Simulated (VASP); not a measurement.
Set up this calculation in VASP 6.6.1, as the native input.

| Property | Result |
| --- | --- |
| Task | single point |
| Functional | PBEsol |
| Potentials or basis | VASP PAW PBE potentials, release 64 (W_sv) |
| Cutoff | 520 eV |
| k mesh | 26 × 26 × 26 |
| Occupations | gaussian, width 0.15 eV |
| Spin | no spin polarisation |
| Dipole correction | no |
| Further INCAR settings | ALGO = Fast; EDIFF = 1e-06; NBANDS = 13 |

The structure of W lies in POSCAR:

```
W
1.0
   -1.5771801398      1.7348981538      1.5771801398
    1.5771801398     -1.7348981538      1.5771801398
    1.5771801398      1.7348981538     -1.5771801398
W
1
Direct
    0.0000000000      0.0000000000      0.0000000000
```

This cell differs from its parent crystal: strain +0.1000 x Voigt [0, 1, 0, 0, 0, 0].

One way to write it, as run:

INCAR

```
SYSTEM = W
  ALGO = Fast
  EDIFF = 1E-6
  ENCUT = 520
  GGA = PS
  ISIF = 2
  ISMEAR = 0
  LASPH = .TRUE.
  LCHARG = .FALSE.
  LREAL = .FALSE.
  LWAVE = .FALSE.
  NBANDS = 13
  NELM = 100
  PREC = Accurate
  SIGMA = 0.15
```

KPOINTS

```
k-points
0
G
  26 26 26
  0 0 0
```

Potentials or basis: VASP PAW PBE potentials, release 64 (W_sv).

Run with:

```bash
$ cat potpaw_PBE.64/W_sv/POTCAR > POTCAR
$ mpirun -np 1 vasp_std > vasp.out
```

Results of the run:

The pressure is -23.8 GPa and the band gap on the k mesh is zero (band 7 reaches 14.45 eV, above the bottom of band 8 at 9.29 eV).

Caveat: the cell differs from its parent crystal (strain +0.1000 x Voigt [0, 1, 0, 0, 0, 0]); the PAW data sets were made with another functional, which shifts forces and pressure a little; spin-orbit coupling is left out, which moves the levels of the heavy elements.

Wall time 2.2 min on 1 thread of Intel(R) Xeon(R) Platinum 8488C (Sapphire Rapids), with other jobs on the host, peak memory 0.38 GiB.
